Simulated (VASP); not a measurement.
HfC: single point with PBEsol

HfC:

```
CELL_PARAMETERS angstrom
0.00000 2.30366 2.30366
2.30366 0.00000 2.30366
2.30366 2.30366 0.00000
ATOMIC_POSITIONS crystal
Hf 0.50000 0.50000 0.50000
C 0.00000 0.00000 0.00000
```

- Program: VASP 6.6.1
- Task: single point
- Functional: PBEsol
- Potentials or basis: VASP PAW PBE potentials, release 64 (Hf_pv, C)
- Cutoff: 520 eV
- k mesh: 16 × 16 × 16
- Occupations: gaussian, width 0.1 eV
- Spin: no spin polarisation
- Dipole correction: no
- Further INCAR settings: ALGO = Normal; EDIFF = 1e-06; NBANDS = 14

| Item | Value |
| --- | --- |
| Pressure | -0.4 GPa |
| Band gap on the k mesh | zero (band 7 reaches 7.06 eV, above the bottom of band 8 at 5.60 eV) |

Levels at points of the mesh, in eV from the Fermi level:
```csv
k point,band 3,band 4,band 5,band 6,band 7,band 8,band 9,band 10,band 11,band 12
"(0.00, 0.00, 0.00)",-29.34,-12.41,1.07,1.07,1.07,1.37,1.37,1.37,3.47,3.47
"(0.50, 0.00, 0.00)",-29.42,-8.44,-6.28,-3.06,-3.06,5.48,5.48,5.97,6.68,11.80
"(0.50, 0.50, 0.00)",-29.60,-10.46,-2.53,-1.90,-0.03,-0.03,5.48,6.97,6.97,8.72
```

Run time: 12 s on 1 thread of Intel(R) Xeon(R) 6975P-C (Granite Rapids) (shared host), peak memory 0.17 GiB.

Caveat: the PAW data sets were made with another functional, which shifts forces and pressure a little; spin-orbit coupling is left out, which moves the levels of the heavy elements.
